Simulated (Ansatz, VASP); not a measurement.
## SiO2: VASP beside Ansatz

```
Si O
1.0
     4.18650    0.00000    0.00000
     0.00000    4.18650    0.00000
     0.00000    0.00000    2.66840
Si O
2 4
Direct
  0.00000 0.00000 0.00000
  0.50000 0.50000 0.50000
  0.30590 0.30590 0.00000
  0.19410 0.80590 0.50000
  0.69410 0.69410 0.00000
  0.80590 0.19410 0.50000
```

Alike in both runs: task single point; functional RPBE; k mesh 4 × 4 × 6; occupations gaussian, width 0.1 eV; no spin polarisation.

|  | VASP | Ansatz |
| --- | --- | --- |
| version | VASP 6.6.1 | Ansatz 0.2.0 |
| potentials or method | VASP PAW PBE potentials, release 64 (Si, O), cutoff 520 eV | scalar-relativistic, plane waves, PAW |
| valence electrons in the cell | 32 | 32 |

VASP gave:

| Item | Value |
| --- | --- |
| gap on the k mesh at the Fermi level (eV) | 5.61 |
| least direct gap on the mesh (eV) | 5.61 |
| pressure (GPa) | 14.5 |
| traceless stress, the component that is largest in VASP (GPa) | 1.24 |
| rms of the force components (eV/Å) | 0.042 |

Q: Which values does Ansatz return?

A: gap on the k mesh at the Fermi level (eV): 5.62; least direct gap on the mesh (eV): 5.62; pressure (GPa): 15.0; traceless stress, the component that is largest in VASP (GPa): 0.97; rms of the force components (eV/Å): 0.039.

VASP's potentials were made for PBE, not for RPBE. Atom by atom the forces differ by 0.003 eV/Å (rms over components).
